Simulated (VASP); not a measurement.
# CdO (Fm-3m) in VASP: a series of runs

Aim: see how the results for CdO move with the level of theory and the settings. Levels: PBE+D4, LDA. Tasks: single point.

Program: VASP 6.6.1. These are calculated values, not measurements. Logs are shortened: lines on timing, memory, paths and dates and some standing lists are left out, and cuts for length are marked.

### Step 1. The cell of the first run

Symmetry: Fm-3m, No. 225, cubic system. Conventional cell: a = 4.695 Å, b = 4.695 Å, c = 4.695 Å, α = 90.00°, β = 90.00°, γ = 90.00°. Within 3.1 Å of Cd (site symmetry m-3m) lie 6 O at 2.35 Å. Within 3.1 Å of O (site symmetry m-3m) lie 6 Cd at 2.35 Å.

### Step 2. Single point, PBE+D4

INCAR reads:

```
SYSTEM = CdO
ALGO = Normal ; EDIFF = 1E-6
ENCUT = 600 ; GGA = PE
GGA_COMPAT = .FALSE. ; ISIF = 2
ISMEAR = 0 ; IVDW = 13
LASPH = .TRUE. ; LCHARG = .TRUE.
LELF = .TRUE. ; LREAL = .FALSE.
LVHAR = .TRUE. ; LWAVE = .FALSE.
NBANDS = 16 ; NELM = 120
PREC = Accurate ; SIGMA = 0.05
```

KPOINTS reads:

```
k-points
0
G
  8 8 8
  0 0 0
```

POSCAR reads:

```
CdO
1.0
    0.0000000000      2.3475826650      2.3475826650
    2.3475826650      0.0000000000      2.3475826650
    2.3475826650      2.3475826650      0.0000000000
Cd O
1 1
Direct
    0.0000000000      0.0000000000      0.0000000000
    0.5000000000      0.5000000000      0.5000000000
```

Potentials or basis: VASP PAW PBE potentials, release 64 (Cd, O).

Launch:

```console
$ cat potpaw_PBE.64/Cd/POTCAR potpaw_PBE.64/O/POTCAR > POTCAR
$ mpirun -np 1 vasp_std > vasp.out
```

OUTCAR:

```text
SYSTEM = CdO
   EDIFF = 1E-6
   ENCUT = 600
   GGA = PE
   ISIF = 2
   ISMEAR = 0
   IVDW = 13
   LASPH = .TRUE.
   LREAL = .FALSE.
   NELM = 120
   PREC = Accurate

 ion  position               nearest neighbor table
   1  0.000  0.000  0.000-   2 2.35   2 2.35   2 2.35   2 2.35   2 2.35   2 2.35
   2  0.500  0.500  0.500-   1 2.35   1 2.35   1 2.35   1 2.35   1 2.35   1 2.35

  LATTYP: Found a face centered cubic cell.
 ALAT       =     4.6951653300

  Lattice vectors:

 A1 = (   0.0000000000,   2.3475826650,   2.3475826650)
 A2 = (   2.3475826650,   0.0000000000,   2.3475826650)
 A3 = (   2.3475826650,   2.3475826650,   0.0000000000)

Analysis of symmetry for initial positions (statically):
=====================================================================
 Subroutine PRICEL returns:
 Original cell was already a primitive cell.

 Routine SETGRP: Setting up the symmetry group for a
 face centered cubic supercell.

 Subroutine GETGRP returns: Found 48 space group operations
 (whereof 48 operations were pure point group operations)
 out of a pool of 48 trial point group operations.

The static configuration has the point symmetry O_h .

Analysis of symmetry for dynamics (positions and initial velocities):
=====================================================================
 Subroutine PRICEL returns:
 Original cell was already a primitive cell.

 Routine SETGRP: Setting up the symmetry group for a
 face centered cubic supercell.

 Subroutine GETGRP returns: Found 48 space group operations
 (whereof 48 operations were pure point group operations)
 out of a pool of 48 trial point group operations.

The dynamic configuration has the point symmetry O_h .

 Subroutine INISYM returns: Found 48 space group operations
 (whereof 48 operations are pure point group operations),
 and found     1 'primitive' translations

----------------------------------------------------------------------------------------

                                     Primitive cell

  volume of cell :      25.8757

  direct lattice vectors                    reciprocal lattice vectors
     0.000000000  2.347582665  2.347582665    -0.212985045  0.212985045  0.212985045
     2.347582665  0.000000000  2.347582665     0.212985045 -0.212985045  0.212985045
     2.347582665  2.347582665  0.000000000     0.212985045  0.212985045 -0.212985045

  length of vectors
     3.319983244  3.319983244  3.319983244     0.368900920  0.368900920  0.368900920

  position of ions in fractional coordinates (direct lattice)
     0.000000000  0.000000000  0.000000000
     0.500000000  0.500000000  0.500000000

  ion indices of the primitive-cell ions
   primitive index   ion index
                 1           1
                 2           2

----------------------------------------------------------------------------------------

 KPOINTS: k-points

Automatic generation of k-mesh.
 Grid dimensions read from file:
 generate k-points for:    8    8    8

 Generating k-lattice:

  Cartesian coordinates                     Fractional coordinates (reciprocal lattice)
    -0.026623131  0.026623131  0.026623131     0.125000000  0.000000000  0.000000000
     0.026623131 -0.026623131  0.026623131     0.000000000  0.125000000  0.000000000
     0.026623131  0.026623131 -0.026623131     0.000000000  0.000000000  0.125000000

  Length of vectors
     0.046112615  0.046112615  0.046112615

  Shift w.r.t. Gamma in fractional coordinates (k-lattice)
     0.000000000  0.000000000  0.000000000

 Subroutine IBZKPT returns following result:
 ===========================================

 Found     29 irreducible k-points:

 Following reciprocal coordinates:
            Coordinates               Weight
  0.000000  0.000000  0.000000      1.000000
  0.125000  0.000000  0.000000      8.000000
  0.250000  0.000000  0.000000      8.000000
  0.375000  0.000000  0.000000      8.000000
  0.500000  0.000000  0.000000      4.000000
  0.125000  0.125000  0.000000      6.000000
[... 16 lines left out ...]
  0.500000  0.250000  0.125000     48.000000
 -0.375000  0.250000  0.125000     24.000000
 [... further k-points ...]
   k-points           NKPTS =     29   k-points in BZ     NKDIM =     29   number of bands    NBANDS=     16
   number of dos      NEDOS =    301   number of ions     NIONS =      2
   total plane-waves  NPLWV =  21952
   dimension x,y,z NGX =    28 NGY =   28 NGZ =   28
   dimension x,y,z NGXF=    56 NGYF=   56 NGZF=   56
   ions per type =               1   1
   NGX,Y,Z   is equivalent  to a cutoff of  14.02, 14.02, 14.02 a.u.
   NGXF,Y,Z  is equivalent  to a cutoff of  28.04, 28.04, 28.04 a.u.
 SYSTEM =  CdO
   PREC   = accura    normal or accurate (medium, high low for compatibility)
   ISTART =      0    job   : 0-new  1-cont  2-samecut
   ICHARG =      2    charge: 1-file 2-atom 10-const
   ISPIN  =      1    spin polarized calculation?
   LNONCOLLINEAR =      F non collinear calculations
   LSORBIT =      F    spin-orbit coupling
   LASPH  =      T    aspherical Exc in radial PAW
   ENCUT  =  600.0 eV  44.10 Ry    6.64 a.u.   6.63  6.63  6.63*2*pi/ulx,y,z
   NELM   =    120;   NELMIN=  2; NELMDL= -5     # of ELM steps
   EDIFF  = 0.1E-05   stopping-criterion for ELM
   LREAL  =      F    real-space projection
   EDIFFG = 0.1E-04   stopping-criterion for IOM
   NSW    =      0    number of steps for IOM
   IBRION =     -1    ionic relax: 0-MD 1-quasi-New 2-CG
   NFREE  =      0    steps in history (QN), initial steepest desc. (CG)
   ISIF   =      2    stress and relaxation
   ISYM   =      2    0-nonsym 1-usesym 2-fastsym
   POTIM  = 0.5000    time-step for ionic-motion
   TEBEG  =    0.0;   TEEND  =   0.0 temperature during run
   PSTRESS=    0.0 pullay stress
   NELECT =      18.0000    total number of electrons
   NUPDOWN=      -1.0000    fix difference up-down
   EMIN   =  10.00;   EMAX   =-10.00  energy-range for DOS
   EFERMI =   0.00;   METHOD = LEGACY
   ISMEAR =     0;   SIGMA  =   0.05  broadening in eV -4-tet -1-fermi 0-gaus
   EFERMI_NEDOS =   21; number of points for ismear=-14 and -15
   IALGO  =     38    algorithm
   IMIX   =      4    mixing-type and parameters
     AMIX     =   0.40;   BMIX     =  1.00
     AMIX_MAG =   1.60;   BMIX_MAG =  1.00
  volume/ion in A,a.u.               =      12.94        87.31
  Fermi-wavevector in a.u.,A,eV,Ry     =   1.450557  2.741155 28.628227  2.104115
  Thomas-Fermi vector in A             =   2.568155
   LORBIT       =      0    0 simple, 1 ext, 2 COOP (PROOUT), +10 PAW based schemes
   GGA     = PE    functional components
   LHFCALC =     F    Hartree Fock is set to
   AEXX    =    0.0000 exact exchange contribution
   IVDW    =    13    specifies the selected vdW correction
   LEPSILON=     F    determine dielectric tensor
   LRPA    =     F    only Hartree local field effects (RPA)
 non-spin polarized calculation
 Gauss-broadening in eV      SIGMA  =   0.05
  energy-cutoff  :      600.00
  volume of cell :       25.88
 maximum number of plane-waves:       887
   NGX = 13   NGY = 13   NGZ = 13

 number of electron      18.0000003 magnetization

 Free energy of the ion-electron system (eV)
  ---------------------------------------------------
  ext. energy  EPLUGINS =         0.00000000
  ---------------------------------------------------
  free energy    TOTEN  =        -7.69562398 eV

  energy without entropy =       -7.69537812  energy(sigma->0) =       -7.69550105

 E-fermi :   2.1021     XC(G=0): -11.7128

 val. band max:        2.0598630162   @ k =   0.5000   0.0000   0.0000
 cond. band min:       3.0110097901   @ k =   0.1250   0.0000   0.0000
 fundamental gap:      0.9511467739
 Fermi energy:         2.1020917197

 k-point     1 :       0.0000    0.0000    0.0000
  band No.  band energies     occupation
      1     -15.3261      2.00000
      2      -4.6490      2.00000
      3      -4.6490      2.00000
      4      -4.6490      2.00000
      5      -4.3413      2.00000
      6      -4.3413      2.00000
[... 8 lines left out ...]
     15      20.2846      0.00000
     16      20.2846      0.00000

 k-point     2 :       0.1250    0.0000    0.0000
  band No.  band energies     occupation
      1     -15.2192      2.00000
      2      -4.7160      2.00000
      3      -4.6370      2.00000
      4      -4.6370      2.00000
      5      -4.4301      2.00000
      6      -4.4301      2.00000
[... 8 lines left out ...]
     15      20.6800      0.00000
     16      20.6800      0.00000

 k-point     3 :       0.2500    0.0000    0.0000
  band No.  band energies     occupation
      1     -14.9479      2.00000
      2      -4.9813      2.00000
      3      -4.8700      2.00000
      4      -4.8700      2.00000
      5      -4.3406      2.00000
      6      -4.3406      2.00000
[... 8 lines left out ...]
     15      21.6213      0.00000
     16      21.6213      0.00000

 k-point     4 :       0.3750    0.0000    0.0000
  band No.  band energies     occupation
      1     -14.6544      2.00000
      2      -5.4012      2.00000
      3      -5.1407      2.00000
      4      -5.1407      2.00000
      5      -4.1677      2.00000
      6      -4.1677      2.00000
[... 8 lines left out ...]
     15      23.0208      0.00000
     16      23.0208      0.00000

 k-point     5 :       0.5000    0.0000    0.0000
  band No.  band energies     occupation
      1     -14.5250      2.00000
      2      -5.6130      2.00000
      3      -5.2463      2.00000
      4      -5.2463      2.00000
      5      -4.0918      2.00000
      6      -4.0918      2.00000
[... 8 lines left out ...]
     15      23.3421      0.00000
     16      24.1354      0.00000

 k-point     6 :       0.1250    0.1250    0.0000
  band No.  band energies     occupation
      1     -15.1902      2.00000
      2      -4.7185      2.00000
      3      -4.6618      2.00000
      4      -4.5907      2.00000
      5      -4.5907      2.00000
      6      -4.3026      2.00000
[... 8 lines left out ...]
     15      21.4132      0.00000
     16      23.0790      0.00000

 k-point     7 :       0.2500    0.1250    0.0000
  band No.  band energies     occupation
      1     -14.9915      2.00000
      2      -4.9617      2.00000
      3      -4.8266      2.00000
      4      -4.6342      2.00000
      5      -4.4734      2.00000
      6      -4.2521      2.00000
[... 8 lines left out ...]
     15      21.9634      0.00000
     16      23.8448      0.00000

 k-point     8 :       0.3750    0.1250    0.0000
  band No.  band energies     occupation
      1     -14.7253      2.00000
      2      -5.2303      2.00000
      3      -5.0342      2.00000
      4      -4.8916      2.00000
      5      -4.3049      2.00000
      6      -4.1204      2.00000
[... 8 lines left out ...]
     15      22.2956      0.00000
     16      24.4134      0.00000

 k-point     9 :       0.5000    0.1250    0.0000
  band No.  band energies     occupation
      1     -14.5491      2.00000
      2      -5.4362      2.00000
      3      -5.1400      2.00000
      4      -5.1131      2.00000
      5      -4.1459      2.00000
      6      -4.0747      2.00000
[... 8 lines left out ...]
     15      22.3490      0.00000
     16      24.1293      0.00000
[... 172 lines left out ...]
 k-point    19 :       0.5000    0.3750    0.0000
  band No.  band energies     occupation
      1     -14.6579      2.00000
      2      -5.0710      2.00000
      3      -4.2944      2.00000
      4      -4.2596      2.00000
      5      -3.9863      2.00000
      6      -3.9182      2.00000
[... 8 lines left out ...]
     15      25.6923      0.00000
     16      26.1548      0.00000

 k-point    20 :      -0.3750    0.3750    0.0000
  band No.  band energies     occupation
      1     -14.5886      2.00000
      2      -5.0861      2.00000
      3      -4.6323      2.00000
      4      -4.4706      2.00000
      5      -4.0432      2.00000
      6      -3.9301      2.00000
[... 8 lines left out ...]
     15      24.0356      0.00000
     16      26.5954      0.00000

 k-point    21 :       0.5000    0.5000    0.0000
  band No.  band energies     occupation
      1     -14.6790      2.00000
      2      -5.1119      2.00000
      3      -4.0726      2.00000
      4      -3.9521      2.00000
      5      -3.9521      2.00000
      6      -3.6364      2.00000
[... 8 lines left out ...]
     15      25.2285      0.00000
     16      27.9966      0.00000

 k-point    22 :       0.3750    0.2500    0.1250
  band No.  band energies     occupation
      1     -14.8127      2.00000
      2      -5.0949      2.00000
      3      -4.8808      2.00000
      4      -4.7675      2.00000
      5      -4.3709      2.00000
      6      -4.1070      2.00000
[... 8 lines left out ...]
     15      23.6195      0.00000
     16      24.0659      0.00000

 k-point    23 :       0.5000    0.2500    0.1250
  band No.  band energies     occupation
      1     -14.6281      2.00000
      2      -5.1708      2.00000
      3      -4.9978      2.00000
      4      -4.8781      2.00000
      5      -4.2206      2.00000
      6      -4.0319      2.00000
[... 8 lines left out ...]
     15      22.8104      0.00000
     16      24.4660      0.00000

 k-point    24 :      -0.3750    0.2500    0.1250
  band No.  band energies     occupation
      1     -14.5498      2.00000
      2      -5.2497      2.00000
      3      -4.9561      2.00000
      4      -4.9522      2.00000
      5      -4.0917      2.00000
      6      -4.0855      2.00000
[... 8 lines left out ...]
     15      21.6201      0.00000
     16      25.1128      0.00000

 [... further k-points ...]

------------------------ aborting loop because EDIFF is reached ----------------------------------------

  DFT-D4 for vdW energy calculation

  Edisp (eV):   -0.62874

  FORCE on cell =-STRESS in cart. coord.  units (eV):
  Direction    XX          YY          ZZ          XY          YZ          ZX
  --------------------------------------------------------------------------------------
  -------------------------------------------------------------------------------------
  Total       0.67113     0.67113     0.67113     0.00000     0.00000     0.00000
  in kB      41.55522    41.55522    41.55522     0.00000     0.00000     0.00000
  external pressure =       41.56 kB  Pullay stress =        0.00 kB

 VOLUME and BASIS-vectors are now :
 -----------------------------------------------------------------------------
  energy-cutoff  :      600.00
  volume of cell :       25.88
      direct lattice vectors                 reciprocal lattice vectors
     0.000000000  2.347582665  2.347582665    -0.212985045  0.212985045  0.212985045
     2.347582665  0.000000000  2.347582665     0.212985045 -0.212985045  0.212985045
     2.347582665  2.347582665  0.000000000     0.212985045  0.212985045 -0.212985045

 POSITION                                       TOTAL-FORCE (eV/Angst)
 -----------------------------------------------------------------------------------
      0.00000      0.00000      0.00000        -0.000000     -0.000000     -0.000000
      2.34758      2.34758      2.34758         0.000000      0.000000      0.000000
 -----------------------------------------------------------------------------------
    total drift:                                0.000000      0.000000      0.000000

  FREE ENERGIE OF THE ION-ELECTRON SYSTEM (eV)
  ---------------------------------------------------
  free  energy   TOTEN  =        -8.3243607001 eV

  energy  without entropy=       -8.3241148409  energy(sigma->0) =       -8.32423777
```

Run time: 33 s. Hardware: 1 thread of Intel Xeon 8259CL, shared host; peak memory 0.16 GiB.

What came out:

* Free energy: -8.3244 eV
* Pressure: 4.2 GPa
* Band gap on the k mesh: zero (band 9 reaches 2.06 eV, above the bottom of band 10 at 1.64 eV)
* Dispersion energy per atom: -0.314 eV

Levels at points of the mesh, in eV from the Fermi level:
```csv
k point,band 5,band 6,band 7,band 8,band 9,band 10,band 11,band 12,band 13,band 14
"(0.00, 0.00, 0.00)",-6.44,-6.44,-1.38,-1.38,-1.38,-0.46,14.95,17.01,17.01,17.01
"(0.50, 0.00, 0.00)",-6.19,-6.19,-3.86,-0.04,-0.04,4.41,7.29,11.93,11.93,17.75
"(0.50, 0.50, 0.00)",-6.05,-5.74,-4.39,-2.36,-2.36,3.86,8.53,11.19,13.34,13.34
```

Caveat: pairwise dispersion overbinds metals, which lowers pressure and volume.

### Step 3. Single point, PBE+D4 (volume scaled by 0.96)

INCAR reads:

```
SYSTEM = CdO
PREC = Accurate ; ENCUT = 600
EDIFF = 1E-6 ; ISMEAR = 0
SIGMA = 0.05 ; LREAL = .FALSE.
LASPH = .TRUE. ; NELM = 120
ALGO = Normal ; ISIF = 2
LWAVE = .FALSE. ; LCHARG = .FALSE.
GGA = PE ; IVDW = 13
NBANDS = 16 ; GGA_COMPAT = .FALSE.
```

KPOINTS reads:

```
Automatic mesh
0
G
  8 8 8
  0 0 0
```

POSCAR reads:

```
CdO
1.0
    0.0000000000      2.3315028270      2.3315028270
    2.3315028270      0.0000000000      2.3315028270
    2.3315028270      2.3315028270      0.0000000000
Cd O
1 1
Direct
    0.0000000000      0.0000000000      0.0000000000
    0.5000000000      0.5000000000      0.5000000000
```

Potentials or basis: VASP PAW PBE potentials, release 64 (Cd, O).

Launch:

```console
$ cat potpaw_PBE.64/Cd/POTCAR potpaw_PBE.64/O/POTCAR > POTCAR
$ mpirun -np 1 vasp_std > vasp.out
```

It took 33 s on 1 thread of Intel Xeon 8259CL, shared host; peak memory 0.16 GiB.

The run converged. Its results:

* Free energy: -8.3040 eV
* Pressure: 7.5 GPa
* Band gap on the k mesh: zero (band 9 reaches 2.26 eV, above the bottom of band 10 at 1.88 eV)
* Dispersion energy per atom: -0.320 eV

Levels at points of the mesh, in eV from the Fermi level:
| k point | band 5 | band 6 | band 7 | band 8 | band 9 | band 10 | band 11 | band 12 | band 13 | band 14 |
| --- | --- | --- | --- | --- | --- | --- | --- | --- | --- | --- |
| (0.00, 0.00, 0.00) | -6.47 | -6.47 | -1.46 | -1.46 | -1.46 | -0.42 | 14.98 | 17.16 | 17.16 | 17.16 |
| (0.50, 0.00, 0.00) | -6.21 | -6.21 | -3.91 | -0.04 | -0.04 | 4.42 | 7.44 | 12.03 | 12.03 | 17.96 |
| (0.50, 0.50, 0.00) | -6.06 | -5.72 | -4.54 | -2.46 | -2.46 | 3.95 | 8.61 | 11.27 | 13.52 | 13.52 |

Caveat: pairwise dispersion overbinds metals, which lowers pressure and volume.

### Step 4. Single point, LDA

INCAR reads:

```
SYSTEM = CdO
ALGO = Normal ; EDIFF = 1E-6
ENCUT = 600 ; GGA = CA
GGA_COMPAT = .False. ; ISIF = 2
ISMEAR = 0 ; LASPH = .True.
LCHARG = .False. ; LREAL = .False.
LWAVE = .False. ; NBANDS = 16
NELM = 120 ; PREC = Accurate
SIGMA = 0.05
```

KPOINTS reads:

```
k-points
0
Gamma
  8 8 8
  0 0 0
```

POSCAR reads:

```
CdO
1.0
    0.0000000000      2.3481500455      2.3481500455
    2.3481500455      0.0000000000      2.3481500455
    2.3481500455      2.3481500455      0.0000000000
Cd O
1 1
Direct
    0.0000000000      0.0000000000      0.0000000000
    0.5000000000      0.5000000000      0.5000000000
```

Potentials or basis: VASP PAW LDA potentials, release 64 (Cd, O).

Launch:

```console
$ cat potpaw_LDA.64/Cd/POTCAR potpaw_LDA.64/O/POTCAR > POTCAR
$ mpirun -np 1 vasp_std > vasp.out
```

Wall time 27 s (1 thread of Intel Xeon 8259CL, shared host); peak memory 0.15 GiB.

Results (log left out):

* Free energy: -9.3347 eV
* Pressure: -4.3 GPa
* Band gap on the k mesh: zero (band 9 reaches 1.80 eV, above the bottom of band 10 at 1.29 eV)

Levels at points of the mesh, in eV from the Fermi level:
```csv
k point,band 6,band 7,band 8,band 9,band 10,band 11,band 12,band 13
"(0.00, 0.00, 0.00)",-6.42,-1.42,-1.42,-1.42,-0.55,14.77,16.85,16.85
"(0.50, 0.00, 0.00)",-6.15,-3.90,-0.04,-0.04,4.25,7.13,11.66,11.66
"(0.50, 0.50, 0.00)",-5.66,-4.49,-2.42,-2.42,3.62,8.36,11.07,13.09
```

(Part 1 of 2 ends here.)
